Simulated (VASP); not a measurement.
A run of VASP 6.6.1:

The input INCAR:

```
SYSTEM = Rb3Zn
  ALGO = Fast
  EDIFF = 1E-7
  ENCUT = 520
  GGA = PE
  ISIF = 2
  ISMEAR = -1
  LASPH = .TRUE.
  LCHARG = .TRUE.
  LELF = .TRUE.
  LREAL = .FALSE.
  LVHAR = .TRUE.
  LWAVE = .FALSE.
  NBANDS = 28
  NELM = 100
  PREC = Accurate
  SIGMA = 0.05
```

KPOINTS

```
k-points
0
G
  6 6 6
  0 0 0
```

File POSCAR:

```
Rb3Zn
1.0
   -3.1396880000      3.1396880000      6.3175350000
    3.1396880000     -3.1396880000      6.3175350000
    3.1396880000      3.1396880000     -6.3175350000
Rb Zn
3 1
Direct
    0.5000000000      0.5000000000      0.0000000000
    0.2500000000      0.7500000000      0.5000000000
    0.7500000000      0.2500000000      0.5000000000
    0.0000000000      0.0000000000      0.0000000000
```

Potentials or basis: VASP PAW PBE potentials, release 64 (Rb_sv, Zn).

Launch:

```sh
$ cat potpaw_PBE.64/Rb_sv/POTCAR potpaw_PBE.64/Zn/POTCAR > POTCAR
$ mpirun -np 1 vasp_std > vasp.out
```

Hardware: 1 thread of Oxide Virtual Turin-like Processor, with other jobs on the host.

How long does it take, and how much memory?

Wall time 13 min on 1 thread of Oxide Virtual Turin-like Processor (shared host), peak memory 0.57 GiB. Counts: scf iterations 19, k points 30.
